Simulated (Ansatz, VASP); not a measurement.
Two plane-wave programs on SnPt2Se3

File INCAR:

```
SYSTEM = SnPt2Se3
PREC = Accurate ; ENCUT = 520
EDIFF = 1E-6 ; ISMEAR = 0
SIGMA = 0.1 ; LREAL = .FALSE.
LASPH = .TRUE. ; NELM = 100
ALGO = Normal ; ISIF = 2
LWAVE = .FALSE. ; LCHARG = .FALSE.
GGA = PE ; NBANDS = 35
```

The input KPOINTS:

```
regular mesh
0
G
  6 6 2
  0 0 0
```

POSCAR

```
SnPt2Se3
1.0
    4.3791418000      0.0000000000      0.0000000000
   -2.1895709000      3.7924480500      0.0000000000
    0.0000000000      0.0000000000      9.5705629600
Sn Pt Se
1 2 3
Direct
    0.0000000000      0.0000000000      0.9691632700
    0.3333333300      0.6666666700      0.3962716100
    0.6666666700      0.3333333300      0.3962716100
    0.3333333300      0.6666666700      0.7982676300
    0.6666666700      0.3333333300      0.7982676300
    0.0000000000      0.0000000000      0.4748513300
```

Input for Ansatz:

```yaml
crystal:
  lattice:
    - [4.3791418, 0.0, 0.0]
    - [-2.1895709, 3.79244805, 0.0]
    - [0.0, 0.0, 9.57056296]
  atoms:
    - { symbol: Sn, position: [0.0, 0.0, 0.96916327] }
    - { symbol: Pt, position: [0.33333333, 0.66666667, 0.39627161] }
    - { symbol: Pt, position: [0.66666667, 0.33333333, 0.39627161] }
    - { symbol: Se, position: [0.33333333, 0.66666667, 0.79826763] }
    - { symbol: Se, position: [0.66666667, 0.33333333, 0.79826763] }
    - { symbol: Se, position: [0.0, 0.0, 0.47485133] }
basis:
  ecutwfc: 420
kpoints:
  mp_grid: { grid: [6, 6, 2] }
hamiltonian:
  xc: pbe
scf:
  occupations: { method: gaussian, width: 0.1 }
  lower_state_search: "off"
output:
  forces: true
  stress: true
  eigenvalues: true
```

Alike in both runs: task single point; functional PBE; k mesh 6 × 6 × 2; occupations gaussian, width 0.1 eV; no spin polarisation.

```csv
,VASP,Ansatz
version,VASP 6.6.1,Ansatz 0.2.0
potentials or method,"VASP PAW PBE potentials, release 64 (Sn_d, Pt, Se), cutoff 520 eV","scalar-relativistic, plane waves, PAW"
valence electrons in the cell,52,98
```

Ansatz gave:

* gap on the k mesh at the Fermi level (eV): none
* pressure (GPa): 6.5
* traceless stress, the component that is largest in VASP (GPa): -6.67
* rms of the force components (eV/Å): 0.201

Task: What did VASP give for the same quantities?

Result: gap on the k mesh at the Fermi level (eV): none; pressure (GPa): 6.5; traceless stress, the component that is largest in VASP (GPa): -6.65; rms of the force components (eV/Å): 0.203.

Atom by atom the forces differ by 0.007 eV/Å (rms over components). A gap of «none» marks a metal or a gap that the smearing closes. With one functional, cell and mesh, what is left measures potentials, basis and numerics. VASP's potentials hold 52 valence electrons a cell and Ansatz's 98, so a difference there can come from the potentials and not from the codes.

Neither program's run includes spin-orbit coupling.
